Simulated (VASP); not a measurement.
A run of VASP 6.6.1 is set up as follows.

File INCAR:

```
PREC     = Accurate       # precision mode
ENCUT    = 520            # plane-wave cutoff, eV
EDIFF    = 1E-6           # SCF threshold, eV
ISMEAR   = -1             # smearing method
SIGMA    = 0.1            # smearing width, eV
LREAL    = False          # projectors in reciprocal space
LASPH    = True           # aspherical terms in the spheres
NELM     = 80             # most SCF steps
ALGO     = Normal         # electronic algorithm
ISIF     = 2              # what is computed and relaxed
LWAVE    = False          # write WAVECAR
LCHARG   = True           # write CHGCAR
GGA      = PE             # functional
LELF     = True           # ELF
LVHAR    = True         
NBANDS   = 20             # bands
```

File KPOINTS:

```
Automatic mesh
0
Gamma
  14 14 8
```

Contents of POSCAR:

```
Tl
1.0
    3.2903489221      0.0000000000      0.0000000000
   -1.6451744610      2.8495257539      0.0000000000
    0.0000000000      0.0000000000      5.3720607021
Tl
2
Direct
    0.3333333333      0.6666666667      0.2500000000
    0.6666666667      0.3333333333      0.7500000000
```

Potentials or basis: VASP PAW PBE potentials, release 64 (Tl_d).

Launch:

```sh
$ cat potpaw_PBE.64/Tl_d/POTCAR > POTCAR
$ mpirun -np 1 vasp_std > vasp.out
```

Q: Estimate the pressure.

A: 10.5 GPa.

Q: Predict the band gap on the k mesh.

A: Zero (bands 13 and 14 overlap by 6.50 eV).

Stress tensor (GPa, compression positive):
```
10.54  0.00  0.00
 0.00 10.54  0.00
 0.00  0.00 10.47
```

Caveat: the cell stands under pressure; spin-orbit coupling is left out, which moves the levels of the heavy elements.
